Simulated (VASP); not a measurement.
A run of VASP 6.6.1:

INCAR

```
ALGO     = Normal         # electronic algorithm
EDIFF    = 1E-6           # SCF threshold, eV
EDIFFG   = -0.04          # ionic threshold
ENCUT    = 600            # plane-wave cutoff, eV
GGA      = PE             # functional
IBRION   = 2              # ionic algorithm
ISIF     = 3              # what is computed and relaxed
ISMEAR   = 0              # smearing method
LASPH    = True           # aspherical terms in the spheres
LCHARG   = False          # write CHGCAR
LREAL    = False          # projectors in reciprocal space
LWAVE    = False          # write WAVECAR
NELM     = 60             # most SCF steps
NSW      = 90             # ionic steps
PREC     = Accurate       # precision mode
SIGMA    = 0.1            # smearing width, eV
```

The input KPOINTS:

```
k-points
0
Gamma
  6 6 4
```

POSCAR

```
BaAl2B4
1.0
    1.9196010100     -6.4810170400      0.0000000000
    1.9196010100      6.4810170400      0.0000000000
    0.0000000000      0.0000000000      3.7982354900
Ba Al B
1 2 4
Direct
    0.0000000000      0.0000000000      0.0000000000
    0.5892710100      0.4107289900      0.5000000000
    0.4107289900      0.5892710100      0.5000000000
    0.8103389900      0.1896610100      0.5000000000
    0.1896610100      0.8103389900      0.5000000000
    0.6961080000      0.3038920000      0.0000000000
    0.3038920000      0.6961080000      0.0000000000
```

Potentials or basis: VASP PAW PBE potentials, release 64 (Ba_sv, Al, B).

Launch:

```console
$ cat potpaw_PBE.64/Ba_sv/POTCAR potpaw_PBE.64/Al/POTCAR potpaw_PBE.64/B/POTCAR > POTCAR
$ mpirun -np 1 vasp_std > vasp.out
```

Hardware: 1 thread of AMD EPYC 9R45 96-Core Processor (Zen 5), with other jobs on the host.

Task: How long does it take, and how much memory?

Result: It took 23 min on 1 thread of AMD EPYC 9R45 96-Core Processor (Zen 5), with other jobs on the host, peak memory 0.34 GiB. Counts: scf iterations 242, k points 39, ion steps 32.
